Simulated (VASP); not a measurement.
Write the native input for VASP 6.6.1 that does the following.

```yaml
Task: single point
Functional: PBE
Potentials_or_basis: VASP PAW PBE potentials, release 64 (Os)
Cutoff: 520 eV
k_mesh: 21 × 21 × 12
Occupations: fermi-dirac, width 0.1 eV
Spin: no spin polarisation
Dipole_correction: no
Further_INCAR_settings: ALGO = Normal; EDIFF = 1e-06; NBANDS = 15
```

The structure of Os lies in POSCAR:

```
Os
1.0
    2.7186825580      0.0000000000      0.0000000000
   -1.3593412790      2.3544481601      0.0000000000
    0.0000000000      0.0000000000      4.2839616309
Os
2
Direct
    0.3333333333      0.6666666667      0.2500000000
    0.6666666667      0.3333333333      0.7500000000
```

The input as run:

INCAR

```
SYSTEM = Os
ALGO = Normal ; EDIFF = 1E-6
ENCUT = 520 ; GGA = PE
ISIF = 2 ; ISMEAR = -1
LASPH = .TRUE. ; LCHARG = .TRUE.
LELF = .TRUE. ; LREAL = .FALSE.
LVHAR = .TRUE. ; LWAVE = .FALSE.
NBANDS = 15 ; NELM = 60
PREC = Accurate ; SIGMA = 0.1
```

KPOINTS

```
k-points
0
G
  21 21 12
  0 0 0
```

Potentials or basis: VASP PAW PBE potentials, release 64 (Os).

Launch:

```sh
$ cat potpaw_PBE.64/Os/POTCAR > POTCAR
$ mpirun -np 1 vasp_std > vasp.out
```

It gave:

* Pressure: 18.1 GPa
* Band gap on the k mesh: zero (bands 8 and 9 overlap by 4.02 eV)

Caveat: the cell stands under pressure; spin-orbit coupling is left out, which moves the levels of the heavy elements.

It took 42 s on 1 thread of Intel(R) Xeon(R) 6975P-C (Granite Rapids), with other jobs on the host, peak memory 0.23 GiB.
